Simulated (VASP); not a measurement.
# MnSi (F-43m) in VASP: further runs

The runs below take MnSi through single point, with PBE.

Program: VASP 6.6.1. These are calculated values, not measurements. Logs are shortened: lines on timing, memory, paths and dates and some standing lists are left out, and cuts for length are marked.

## (1) The cell of the first run

Symmetry: F-43m, No. 216, cubic system. The conventional cell has a = 5.088 Å, b = 5.088 Å, c = 5.088 Å, α = 90.00°, β = 90.00°, γ = 90.00°. Mn (site symmetry -43m) has 4 Si at 2.20 Å within 2.9 Å. Within 2.9 Å of Si (site symmetry -43m) lie 4 Mn at 2.20 Å.

## (2) Single point, PBE, collinear spin, ferromagnetic start (volume scaled by 1.02)

File INCAR:

```
ALGO = Normal
EDIFF = 1E-7
ENCUT = 520
GGA = PE
ISIF = 2
ISMEAR = -1
ISPIN = 2
LASPH = True
LCHARG = False
LMAXMIX = 4
LORBIT = 11
LREAL = False
LWAVE = False
MAGMOM = 4 0
NBANDS = 20
NELM = 150
PREC = Accurate
SIGMA = 0.05
```

File KPOINTS:

```
k-points
0
Gamma
  9 9 9
```

File POSCAR:

```
MnSi
1.0
    0.0000000000      2.5439616745      2.5439616745
    2.5439616745      0.0000000000      2.5439616745
    2.5439616745      2.5439616745      0.0000000000
Mn Si
1 1
Direct
    0.0000000000      0.0000000000      0.0000000000
    0.2500000000      0.2500000000      0.2500000000
```

Potentials or basis: VASP PAW PBE potentials, release 64 (Mn_pv, Si).

Run with:

```sh
$ cat potpaw_PBE.64/Mn_pv/POTCAR potpaw_PBE.64/Si/POTCAR > POTCAR
$ mpirun -np 1 vasp_std > vasp.out
```

OUTCAR:

```text
EDIFF = 1E-7
   ENCUT = 520
   GGA = PE
   ISIF = 2
   ISMEAR = -1
   ISPIN = 2
   LASPH = True
   LORBIT = 11
   LREAL = False
   NELM = 150
   PREC = Accurate

 ion  position               nearest neighbor table
   1  0.000  0.000  0.000-   2 2.20   2 2.20   2 2.20   2 2.20
   2  0.250  0.250  0.250-   1 2.20   1 2.20   1 2.20   1 2.20

  LATTYP: Found a face centered cubic cell.
 ALAT       =     5.0879233490

  Lattice vectors:

 A1 = (   0.0000000000,   2.5439616745,   2.5439616745)
 A2 = (   2.5439616745,   0.0000000000,   2.5439616745)
 A3 = (   2.5439616745,   2.5439616745,   0.0000000000)

Analysis of symmetry for initial positions (statically):
=====================================================================
 Subroutine PRICEL returns:
 Original cell was already a primitive cell.

 Routine SETGRP: Setting up the symmetry group for a
 face centered cubic supercell.

 Subroutine GETGRP returns: Found 24 space group operations
 (whereof 24 operations were pure point group operations)
 out of a pool of 48 trial point group operations.

The static configuration has the point symmetry T_d .

Analysis of symmetry for dynamics (positions and initial velocities):
=====================================================================
 Subroutine PRICEL returns:
 Original cell was already a primitive cell.

 Routine SETGRP: Setting up the symmetry group for a
 face centered cubic supercell.

 Subroutine GETGRP returns: Found 24 space group operations
 (whereof 24 operations were pure point group operations)
 out of a pool of 48 trial point group operations.

The dynamic configuration has the point symmetry T_d .

Analysis of structural, dynamic, and magnetic symmetry:
=====================================================================
 Subroutine PRICEL returns:
 Original cell was already a primitive cell.

 Routine SETGRP: Setting up the symmetry group for a
 face centered cubic supercell.

 Subroutine GETGRP returns: Found 24 space group operations
 (whereof 24 operations were pure point group operations)
 out of a pool of 48 trial point group operations.

The overall configuration has the point symmetry T_d .

 Subroutine INISYM returns: Found 24 space group operations
 (whereof 24 operations are pure point group operations),
 and found     1 'primitive' translations

----------------------------------------------------------------------------------------

                                     Primitive cell

  volume of cell :      32.9277

  direct lattice vectors                    reciprocal lattice vectors
     0.000000000  2.543961675  2.543961675    -0.196543841  0.196543841  0.196543841
     2.543961675  0.000000000  2.543961675     0.196543841 -0.196543841  0.196543841
     2.543961675  2.543961675  0.000000000     0.196543841  0.196543841 -0.196543841

  length of vectors
     3.597705102  3.597705102  3.597705102     0.340423919  0.340423919  0.340423919

  position of ions in fractional coordinates (direct lattice)
     0.000000000  0.000000000  0.000000000
     0.250000000  0.250000000  0.250000000

  ion indices of the primitive-cell ions
   primitive index   ion index
                 1           1
                 2           2

----------------------------------------------------------------------------------------

 KPOINTS: k-points

Automatic generation of k-mesh.
 Grid dimensions read from file:
 generate k-points for:    9    9    9

 Generating k-lattice:

  Cartesian coordinates                     Fractional coordinates (reciprocal lattice)
    -0.021838205  0.021838205  0.021838205     0.111111111  0.000000000  0.000000000
     0.021838205 -0.021838205  0.021838205     0.000000000  0.111111111  0.000000000
     0.021838205  0.021838205 -0.021838205     0.000000000  0.000000000  0.111111111

  Length of vectors
     0.037824880  0.037824880  0.037824880

  Shift w.r.t. Gamma in fractional coordinates (k-lattice)
     0.000000000  0.000000000  0.000000000

 Subroutine IBZKPT returns following result:
 ===========================================

 Found     35 irreducible k-points:

 Following reciprocal coordinates:
            Coordinates               Weight
  0.000000  0.000000  0.000000      1.000000
  0.111111  0.000000  0.000000      8.000000
  0.222222  0.000000  0.000000      8.000000
  0.333333  0.000000  0.000000      8.000000
  0.444444  0.000000  0.000000      8.000000
  0.111111  0.111111  0.000000      6.000000
[... 16 lines left out ...]
 -0.333333  0.333333  0.000000     12.000000
  0.444444  0.444444  0.000000      6.000000
 [... further k-points ...]
   k-points           NKPTS =     35   k-points in BZ     NKDIM =     35   number of bands    NBANDS=     20
   number of dos      NEDOS =    301   number of ions     NIONS =      2
   total plane-waves  NPLWV =  21952
   dimension x,y,z NGX =    28 NGY =   28 NGZ =   28
   dimension x,y,z NGXF=    56 NGYF=   56 NGZF=   56
   ions per type =               1   1
   NGX,Y,Z   is equivalent  to a cutoff of  12.94, 12.94, 12.94 a.u.
   NGXF,Y,Z  is equivalent  to a cutoff of  25.88, 25.88, 25.88 a.u.
 SYSTEM =  unknown system
   PREC   = accura    normal or accurate (medium, high low for compatibility)
   ISTART =      0    job   : 0-new  1-cont  2-samecut
   ICHARG =      2    charge: 1-file 2-atom 10-const
   ISPIN  =      2    spin polarized calculation?
   LNONCOLLINEAR =      F non collinear calculations
   LSORBIT =      F    spin-orbit coupling
   LASPH  =      T    aspherical Exc in radial PAW
   ENCUT  =  520.0 eV  38.22 Ry    6.18 a.u.   6.69  6.69  6.69*2*pi/ulx,y,z
   NELM   =    150;   NELMIN=  2; NELMDL= -5     # of ELM steps
   EDIFF  = 0.1E-06   stopping-criterion for ELM
   LREAL  =      F    real-space projection
   EDIFFG = 0.1E-05   stopping-criterion for IOM
   NSW    =      0    number of steps for IOM
   IBRION =     -1    ionic relax: 0-MD 1-quasi-New 2-CG
   NFREE  =      0    steps in history (QN), initial steepest desc. (CG)
   ISIF   =      2    stress and relaxation
   ISYM   =      2    0-nonsym 1-usesym 2-fastsym
   POTIM  = 0.5000    time-step for ionic-motion
   TEBEG  =    0.0;   TEEND  =   0.0 temperature during run
   PSTRESS=    0.0 pullay stress
   NELECT =      17.0000    total number of electrons
   NUPDOWN=      -1.0000    fix difference up-down
   EMIN   =  10.00;   EMAX   =-10.00  energy-range for DOS
   EFERMI =   0.00;   METHOD = LEGACY
   ISMEAR =    -1;   SIGMA  =   0.05  broadening in eV -4-tet -1-fermi 0-gaus
   EFERMI_NEDOS =   21; number of points for ismear=-14 and -15
   IALGO  =     38    algorithm
   IMIX   =      4    mixing-type and parameters
     AMIX     =   0.40;   BMIX     =  1.00
     AMIX_MAG =   1.60;   BMIX_MAG =  1.00
  volume/ion in A,a.u.               =      16.46       111.10
  Fermi-wavevector in a.u.,A,eV,Ry     =   1.313320  2.481815 23.467459  1.724810
  Thomas-Fermi vector in A             =   2.443651
   LORBIT       =     11    0 simple, 1 ext, 2 COOP (PROOUT), +10 PAW based schemes
   GGA     = PE    functional components
   LHFCALC =     F    Hartree Fock is set to
   AEXX    =    0.0000 exact exchange contribution
   IVDW    =     0    specifies the selected vdW correction
   LEPSILON=     F    determine dielectric tensor
   LRPA    =     F    only Hartree local field effects (RPA)
 spin polarized calculation
  energy-cutoff  :      520.00
  volume of cell :       32.93
 maximum number of plane-waves:       907
   NGX = 13   NGY = 13   NGZ = 13

 number of electron      17.0000013 magnetization       2.0773843

 Free energy of the ion-electron system (eV)
  ---------------------------------------------------
  ext. energy  EPLUGINS =         0.00000000
  ---------------------------------------------------
  free energy    TOTEN  =       -12.68645784 eV

  energy without entropy =      -12.67739971  energy(sigma->0) =      -12.68192877

 E-fermi :   6.3886     XC(G=0): -10.7637

 val. band max:        6.3761999993   @ k =   0.4444   0.2222   0.0000
 cond. band min:       6.4067080170   @ k =   0.4444   0.2222   0.0000
 fundamental gap:      0.0305080177
 Fermi energy:         6.3886474039

 spin component 1

 k-point     1 :       0.0000    0.0000    0.0000
  band No.  band energies     occupation
      1     -42.3778      1.00000
      2     -42.3778      1.00000
      3     -42.3778      1.00000
      4      -3.5911      1.00000
      5       3.5176      1.00000
      6       3.5176      1.00000
[... 12 lines left out ...]
     19      21.0695      0.00000
     20      21.8472      0.00000
[... 507 lines left out ...]
 k-point    24 :       0.4444    0.4444    0.0000
  band No.  band energies     occupation
      1     -42.3909      1.00000
      2     -42.3829      1.00000
      3     -42.3829      1.00000
      4      -0.3952      1.00000
      5       1.9135      1.00000
      6       4.3695      1.00000
[... 12 lines left out ...]
     19      25.5191      0.00000
     20      25.5191      0.00000

 [... further k-points ...]

 spin component 2

 k-point     1 :       0.0000    0.0000    0.0000
  band No.  band energies     occupation
      1     -40.0658      1.00000
      2     -40.0657      1.00000
      3     -40.0657      1.00000
      4      -3.5850      1.00000
      5       4.6148      1.00000
      6       4.6148      1.00000
[... 12 lines left out ...]
     19      21.0161      0.00000
     20      21.9932      0.00000
[... 507 lines left out ...]
 k-point    24 :       0.4444    0.4444    0.0000
  band No.  band energies     occupation
      1     -40.0815      1.00000
      2     -40.0718      1.00000
      3     -40.0718      1.00000
      4      -0.3778      1.00000
      5       2.5067      1.00000
      6       5.4654      1.00000
[... 12 lines left out ...]
     19      25.6190      0.00000
     20      25.6190      0.00000

 [... further k-points ...]

------------------------ aborting loop because EDIFF is reached ----------------------------------------

  FORCE on cell =-STRESS in cart. coord.  units (eV):
  Direction    XX          YY          ZZ          XY          YZ          ZX
  --------------------------------------------------------------------------------------
  -------------------------------------------------------------------------------------
  Total        3.3608901      3.3608901      3.3608901     -0.0000000     -0.0000000      0.0000000
  in kB      163.5321722    163.5321722    163.5321722     -0.0000000     -0.0000000      0.0000000
  external PRESSURE =     163.5321722 kB  Pullay stress =       0.0000000 kB

 VOLUME and BASIS-vectors are now :
 -----------------------------------------------------------------------------
  energy-cutoff  :      520.00
  volume of cell :       32.93
      direct lattice vectors                 reciprocal lattice vectors
     0.000000000  2.543961675  2.543961675    -0.196543841  0.196543841  0.196543841
     2.543961675  0.000000000  2.543961675     0.196543841 -0.196543841  0.196543841
     2.543961675  2.543961675  0.000000000     0.196543841  0.196543841 -0.196543841

 POSITION                                       TOTAL-FORCE (eV/Angst)
 -----------------------------------------------------------------------------------
      0.00000      0.00000      0.00000         0.000000     -0.000000     -0.000000
      1.27198      1.27198      1.27198        -0.000000      0.000000      0.000000
 -----------------------------------------------------------------------------------
    total drift:                                0.000001      0.000001      0.000001

  FREE ENERGIE OF THE ION-ELECTRON SYSTEM (eV)
  ---------------------------------------------------
  free  energy   TOTEN  =       -12.6864578368 eV

  energy  without entropy=      -12.6773997081  energy(sigma->0) =      -12.68192877

 total charge

# of ion       s       p       d       tot
------------------------------------------
    1        0.403   6.274   5.289  11.966
    2        0.839   0.976   0.000   1.815
--------------------------------------------------
tot          1.243   7.249   5.289  13.782

 magnetization (x)

# of ion       s       p       d       tot
------------------------------------------
    1        0.045  -0.010   2.191   2.226
    2       -0.026  -0.129   0.000  -0.154
--------------------------------------------------
tot          0.019  -0.139   2.191   2.071
```

It took 59 s on 1 thread of Intel Xeon Platinum 8375C at 2.90GHz (Ice Lake), shared host; peak memory 0.19 GiB.

Results:

- Free energy: -12.6865 eV
- Pressure: 16.4 GPa
- Net moment: 2.08 μB per cell
- Site moments: Mn +2.23; Si -0.15 μB
- Valence electrons inside the program's atomic spheres: Mn 11.97; Si 1.81

Levels at points of the mesh, in eV from the Fermi level:
Spin up:
| k point | band 5 | band 6 | band 7 | band 8 | band 9 | band 10 | band 11 | band 12 | band 13 | band 14 |
| --- | --- | --- | --- | --- | --- | --- | --- | --- | --- | --- |
| (0.00, 0.00, 0.00) | -2.87 | -2.87 | -2.87 | -1.78 | -1.78 | 6.81 | 6.81 | 6.81 | 7.82 | 7.82 |
Spin down:
```csv
k point,band 3,band 4,band 5,band 6,band 7,band 8,band 9,band 10,band 11,band 12
"(0.00, 0.00, 0.00)",-46.45,-9.97,-1.77,-1.77,-1.77,0.58,0.58,7.18,7.18,7.18
```

## (3) Single point, PBE, collinear spin, ferromagnetic start (volume scaled by 1.04)

File INCAR:

```
PREC = Accurate
ENCUT = 520
EDIFF = 1E-6
ISMEAR = -1
SIGMA = 0.05
LREAL = False
LASPH = True
NELM = 150
ALGO = Normal
ISIF = 2
LWAVE = False
LCHARG = False
ISPIN = 2
MAGMOM = 4 0
LORBIT = 11
LMAXMIX = 4
GGA = PE
NBANDS = 20
```

File KPOINTS:

```
regular mesh
0
Gamma
  9 9 9
```

File POSCAR:

```
MnSi
1.0
    0.0000000000      2.5604813691      2.5604813691
    2.5604813691      0.0000000000      2.5604813691
    2.5604813691      2.5604813691      0.0000000000
Mn Si
1 1
Direct
    0.0000000000      0.0000000000      0.0000000000
    0.2500000000      0.2500000000      0.2500000000
```

Potentials or basis: VASP PAW PBE potentials, release 64 (Mn_pv, Si).

Run with:

```sh
$ cat potpaw_PBE.64/Mn_pv/POTCAR potpaw_PBE.64/Si/POTCAR > POTCAR
$ mpirun -np 1 vasp_std > vasp.out
```

Run time: 40 s. Hardware: 1 thread of Intel Xeon Platinum 8375C at 2.90GHz (Ice Lake), shared host; peak memory 0.19 GiB.

Results (log left out):

```yaml
Free_energy: -12.7475 eV
Pressure: 13.9 GPa
Net_moment: 2.12 μB per cell
Site_moments: Mn +2.27; Si -0.16 μB
Valence_electrons_inside_the_program's_atomic_spheres: Mn 11.94; Si 1.80
```

Levels at points of the mesh, in eV from the Fermi level:
Spin up:
| k point | band 5 | band 6 | band 7 | band 8 | band 9 | band 10 | band 11 | band 12 | band 13 | band 14 |
| --- | --- | --- | --- | --- | --- | --- | --- | --- | --- | --- |
| (0.00, 0.00, 0.00) | -2.86 | -2.86 | -2.86 | -1.80 | -1.80 | 6.65 | 6.65 | 6.65 | 7.72 | 7.72 |
Spin down:
| k point | band 5 | band 6 | band 7 | band 8 | band 9 | band 10 |
| --- | --- | --- | --- | --- | --- | --- |
| (0.00, 0.00, 0.00) | -1.73 | -1.73 | -1.73 | 0.61 | 0.61 | 7.04 |

## (4) Single point, PBE, collinear spin, ferromagnetic start (volume scaled by 1.06)

File INCAR:

```
SYSTEM = MnSi
PREC = Accurate
ENCUT = 520
EDIFF = 1E-6
ISMEAR = -1
SIGMA = 0.05
LREAL = .False.
LASPH = .True.
NELM = 150
ALGO = Normal
ISIF = 2
LWAVE = .False.
LCHARG = .False.
ISPIN = 2
MAGMOM = 4 0
LORBIT = 11
LMAXMIX = 4
GGA = PE
NBANDS = 20
```

File KPOINTS:

```
regular mesh
0
Gamma
  9 9 9
  0 0 0
```

File POSCAR:

```
MnSi
1.0
    0.0000000000      2.5767906073      2.5767906073
    2.5767906073      0.0000000000      2.5767906073
    2.5767906073      2.5767906073      0.0000000000
Mn Si
1 1
Direct
    0.0000000000      0.0000000000      0.0000000000
    0.2500000000      0.2500000000      0.2500000000
```

Run with:

```sh
$ cat potpaw_PBE.64/Mn_pv/POTCAR potpaw_PBE.64/Si/POTCAR > POTCAR
$ mpirun -np 1 vasp_std > vasp.out
```

Wall time 50 s (1 thread of Intel Xeon Platinum 8375C at 2.90GHz (Ice Lake), shared host); peak memory 0.19 GiB.

Results (log left out):

- Free energy: -12.7992 eV
- Pressure: 11.7 GPa
- Net moment: 2.15 μB per cell
- Site moments: Mn +2.32; Si -0.17 μB
- Valence electrons inside the program's atomic spheres: Mn 11.90; Si 1.79

Levels at points of the mesh, in eV from the Fermi level:
Spin up:
| k point | band 7 | band 8 | band 9 | band 10 | band 11 | band 12 |
| --- | --- | --- | --- | --- | --- | --- |
| (0.00, 0.00, 0.00) | -2.84 | -1.81 | -1.81 | 6.50 | 6.50 | 6.50 |
Spin down:
| k point | band 3 | band 4 | band 5 | band 6 | band 7 | band 8 | band 9 | band 10 | band 11 | band 12 |
| --- | --- | --- | --- | --- | --- | --- | --- | --- | --- | --- |
| (0.00, 0.00, 0.00) | -46.43 | -9.82 | -1.69 | -1.69 | -1.69 | 0.64 | 0.64 | 6.91 | 6.91 | 6.91 |

## (5) Summary

```csv
cell,gap on the mesh (eV),pressure (GPa),moment (μB)
"a = 3.598 Å, angles 60.0°, 2 atoms",none,16.4,2.08
"a = 3.621 Å, angles 60.0°, 2 atoms",none,13.9,2.12
"a = 3.644 Å, angles 60.0°, 2 atoms",none,11.7,2.15
```

Alike in all rows: task single point; level PBE; potentials or basis VASP PAW PBE potentials, release 64 (Mn_pv, Si); spin collinear, ferromagnetic start; k mesh 9 × 9 × 9; cutoff (eV) 520; smearing fermi-dirac 0.05 eV.

Absolute energies hang on the potentials; compare differences alone.
